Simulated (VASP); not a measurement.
# Cs (Im-3m) in VASP: relaxation of cell and atoms with PBEsol

Aim: the relaxation of cell and atoms of Cs with PBEsol.

Everything below comes from runs of VASP 6.6.1. Logs are shortened: lines on timing, memory, paths and dates and some standing lists are left out, and cuts for length are marked.

### 1 The cell of the first run

The structure is cubic, space group Im-3m (No. 229). The conventional cell has a = 6.067 Å, b = 6.067 Å, c = 6.067 Å, α = 90.00°, β = 90.00°, γ = 90.00°.

### 2 Relaxation of cell and atoms, PBEsol

INCAR reads:

```
PREC = Accurate
ENCUT = 600
EDIFF = 1E-6
ISMEAR = 0
SIGMA = 0.1
LREAL = False
LASPH = True
NELM = 60
ALGO = Normal
ISIF = 3
LWAVE = False
LCHARG = False
GGA = PS
IBRION = 2
NSW = 100
EDIFFG = -0.005
```

KPOINTS reads:

```
Automatic mesh
0
Gamma
  10 10 10
```

POSCAR reads:

```
Cs
1.0
   -3.0335000000      3.0335000000      3.0335000000
    3.0335000000     -3.0335000000      3.0335000000
    3.0335000000      3.0335000000     -3.0335000000
Cs
1
Direct
    0.0000000000      0.0000000000      0.0000000000
```

Potentials or basis: VASP PAW PBE potentials, release 64 (Cs_sv).

Run with:

```sh
$ cat potpaw_PBE.64/Cs_sv/POTCAR > POTCAR
$ mpirun -np 1 vasp_std > vasp.out
```

OUTCAR:

```text
PREC = Accurate
   ENCUT = 600
   EDIFF = 1E-6
   ISMEAR = 0
   LREAL = False
   LASPH = True
   NELM = 60
   ISIF = 3
   GGA = PS
   IBRION = 2
   NSW = 100
   EDIFFG = -0.005

 ion  position               nearest neighbor table
   1  0.000  0.000  0.000-

  LATTYP: Found a body centered cubic cell.
 ALAT       =     6.0670000000

  Lattice vectors:

 A1 = (  -3.0335000000,   3.0335000000,   3.0335000000)
 A2 = (   3.0335000000,  -3.0335000000,   3.0335000000)
 A3 = (   3.0335000000,   3.0335000000,  -3.0335000000)

Analysis of symmetry for initial positions (statically):
=====================================================================
 Subroutine PRICEL returns:
 Original cell was already a primitive cell.

 Routine SETGRP: Setting up the symmetry group for a
 body centered cubic supercell.

 Subroutine GETGRP returns: Found 48 space group operations
 (whereof 48 operations were pure point group operations)
 out of a pool of 48 trial point group operations.

The static configuration has the point symmetry O_h .

Analysis of symmetry for dynamics (positions and initial velocities):
=====================================================================
 Subroutine PRICEL returns:
 Original cell was already a primitive cell.

 Routine SETGRP: Setting up the symmetry group for a
 body centered cubic supercell.

 Subroutine GETGRP returns: Found 48 space group operations
 (whereof 48 operations were pure point group operations)
 out of a pool of 48 trial point group operations.

The dynamic configuration has the point symmetry O_h .

 Subroutine INISYM returns: Found 48 space group operations
 (whereof 48 operations are pure point group operations),
 and found     1 'primitive' translations

----------------------------------------------------------------------------------------

                                     Primitive cell

  volume of cell :     111.6586

  direct lattice vectors                    reciprocal lattice vectors
    -3.033500000  3.033500000  3.033500000     0.000000000  0.164826108  0.164826108
     3.033500000 -3.033500000  3.033500000     0.164826108  0.000000000  0.164826108
     3.033500000  3.033500000 -3.033500000     0.164826108  0.164826108  0.000000000

[... 87 lines left out ...]
   ISIF   =      3    stress and relaxation
   ISYM   =      2    0-nonsym 1-usesym 2-fastsym
   POTIM  = 0.5000    time-step for ionic-motion
   TEBEG  =    0.0;   TEEND  =   0.0 temperature during run
   PSTRESS=    0.0 pullay stress
   NELECT =       9.0000    total number of electrons
   NUPDOWN=      -1.0000    fix difference up-down
   EMIN   =  10.00;   EMAX   =-10.00  energy-range for DOS
   EFERMI =   0.00;   METHOD = LEGACY
   ISMEAR =     0;   SIGMA  =   0.10  broadening in eV -4-tet -1-fermi 0-gaus
   EFERMI_NEDOS =   21; number of points for ismear=-14 and -15
   IALGO  =     38    algorithm
   IMIX   =      4    mixing-type and parameters
     AMIX     =   0.40;   BMIX     =  1.00
     AMIX_MAG =   1.60;   BMIX_MAG =  1.00
  volume/ion in A,a.u.               =     111.66       753.51
  Fermi-wavevector in a.u.,A,eV,Ry     =   0.707172  1.336361  6.804166  0.500092
  Thomas-Fermi vector in A             =   1.793149
   LORBIT       =      0    0 simple, 1 ext, 2 COOP (PROOUT), +10 PAW based schemes
   GGA     = PS    functional components
   LHFCALC =     F    Hartree Fock is set to
   AEXX    =    0.0000 exact exchange contribution
   IVDW    =     0    specifies the selected vdW correction
   LEPSILON=     F    determine dielectric tensor
   LRPA    =     F    only Hartree local field effects (RPA)
 conjugate gradient relaxation of ions
 non-spin polarized calculation
 Gauss-broadening in eV      SIGMA  =   0.10
  energy-cutoff  :      600.00
  volume of cell :      111.66
 maximum number of plane-waves:      3781
 NGX is ok and might be reduce to    42
   NGX = 21   NGY = 21   NGZ = 21

--------------------------------------- Ionic step        1  -------------------------------------------

 number of electron       8.9999998 magnetization

 Free energy of the ion-electron system (eV)
  ---------------------------------------------------
  ext. energy  EPLUGINS =         0.00000000
  ---------------------------------------------------
  free energy    TOTEN  =        -0.94240242 eV

  energy without entropy =       -0.93305626  energy(sigma->0) =       -0.93772934

------------------------ aborting loop because EDIFF is reached ----------------------------------------

  FORCE on cell =-STRESS in cart. coord.  units (eV):
  Direction    XX          YY          ZZ          XY          YZ          ZX
  --------------------------------------------------------------------------------------
  -------------------------------------------------------------------------------------
  Total       -0.0389248     -0.0389248     -0.0389248      0.0000000     -0.0000000      0.0000000
  in kB       -0.5585288     -0.5585288     -0.5585288      0.0000000     -0.0000000      0.0000000
  external PRESSURE =      -0.5585288 kB  Pullay stress =       0.0000000 kB
[... 92 lines left out ...]
--------------------------------------- Ionic step        4  -------------------------------------------

 number of electron       8.9999999 magnetization

 Free energy of the ion-electron system (eV)
  ---------------------------------------------------
  ext. energy  EPLUGINS =         0.00000000
  ---------------------------------------------------
  free energy    TOTEN  =        -0.94297507 eV

  energy without entropy =       -0.93355882  energy(sigma->0) =       -0.93826695

 E-fermi :   0.5240     XC(G=0):  -5.6319

 val. band max:        0.4987923953   @ k =  -0.3000   0.3000   0.3000
 cond. band min:       0.5275121190   @ k =   0.5000   0.0000   0.0000
 fundamental gap:      0.0287197236
 Fermi energy:         0.5240404585

 k-point     1 :       0.0000    0.0000    0.0000
  band No.  band energies     occupation
      1     -23.2924      2.00000
      2     -10.0018      2.00000
      3     -10.0018      2.00000
      4     -10.0018      2.00000
      5      -1.2245      2.00000
      6       3.0538      0.00000
      7       3.0538      0.00000
      8       3.0538      0.00000
[... 243 lines left out ...]
 k-point    24 :      -0.3000    0.3000    0.1000
  band No.  band energies     occupation
      1     -23.2859      2.00000
      2     -10.1119      2.00000
      3     -10.0443      2.00000
      4     -10.0148      2.00000
      5      -0.1789      2.00000
      6       2.0343      0.00000
      7       2.4833      0.00000
      8       3.3316      0.00000

 [... further k-points ...]
[... 5 lines left out ...]
  --------------------------------------------------------------------------------------
  -------------------------------------------------------------------------------------
  Total        0.0002125      0.0002125      0.0002125      0.0000000      0.0000000     -0.0000000
  in kB        0.0031407      0.0031407      0.0031407      0.0000000      0.0000000     -0.0000000
  external PRESSURE =       0.0031407 kB  Pullay stress =       0.0000000 kB
[... 16 lines left out ...]
  FREE ENERGIE OF THE ION-ELECTRON SYSTEM (eV)
  ---------------------------------------------------
  free  energy   TOTEN  =        -0.9429750734 eV

  energy  without entropy=       -0.9335588213  energy(sigma->0) =       -0.93826695

 reached required accuracy - stopping structural energy minimisation
```

OSZICAR:

```text
N       E                     dE             d eps       ncg     rms          rms(c)
DAV:   1     0.553479198244E+02    0.55348E+02   -0.32368E+03   752   0.874E+02
DAV:   2     0.380951366585E+01   -0.51538E+02   -0.51079E+02  1048   0.126E+02
DAV:   3    -0.884601706109E+00   -0.46941E+01   -0.46933E+01   768   0.467E+01
[... 27 lines left out ...]
DAV:   2    -0.943581614466E+00    0.19622E-02   -0.26881E-03   768   0.330E-01    0.947E-02
DAV:   3    -0.942973082842E+00    0.60853E-03   -0.22831E-03   808   0.287E-01    0.197E-02
DAV:   4    -0.942974129301E+00   -0.10465E-05   -0.86113E-06   888   0.265E-02    0.899E-03
DAV:   5    -0.942975672944E+00   -0.15436E-05   -0.20730E-06   928   0.103E-02    0.173E-03
DAV:   6    -0.942975073395E+00    0.59955E-06   -0.97614E-08   456   0.296E-03
   4 F= -.94297507E+00 E0= -.93826695E+00  d E =-.572651E-03
```

Run time: 76 s. Hardware: 1 thread of Intel Xeon Platinum 8488C (Sapphire Rapids), shared host; peak memory 0.29 GiB.

Results:

```yaml
Free_energy: -0.9430 eV
Relaxed_volume: 108.43 Å³/atom
Relaxed_cell: a = 5.203 Å, b = 5.203 Å, c = 5.203 Å, α = 109.47°, β = 109.47°, γ = 109.47°
Space_group_after_relaxing_to_0.05_Å: Im-3m (No. 229)
Energy_gained_by_relaxing: 0.6 meV/atom
Ionic_steps: 4
Pressure_after_relaxing: 0.0 GPa
```

Step by step:
```csv
step,energy change (eV),largest force (eV/Å),pressure (GPa),volume (Å³)
1,0.0000,0.0000,-0.06,111.66
2,-0.0002,0.0000,-0.05,111.03
3,-0.0005,0.0000,-0.01,109.16
4,-0.0006,0.0000,0.00,108.43
```

Final structure:
```cif
data_structure
_symmetry_space_group_name_H-M 'P 1'
_symmetry_Int_Tables_number 1
_cell_length_a 5.2030
_cell_length_b 5.2030
_cell_length_c 5.2030
_cell_angle_alpha 109.471
_cell_angle_beta 109.471
_cell_angle_gamma 109.471
_cell_volume 108.43
loop_
_atom_site_label
_atom_site_type_symbol
_atom_site_fract_x
_atom_site_fract_y
_atom_site_fract_z
_atom_site_occupancy
Cs1 Cs 0.00000 0.00000 0.00000 1
```

Caveat: the PAW data sets were made with another functional, which shifts forces and pressure a little; spin-orbit coupling is left out, which moves the levels of the heavy elements.
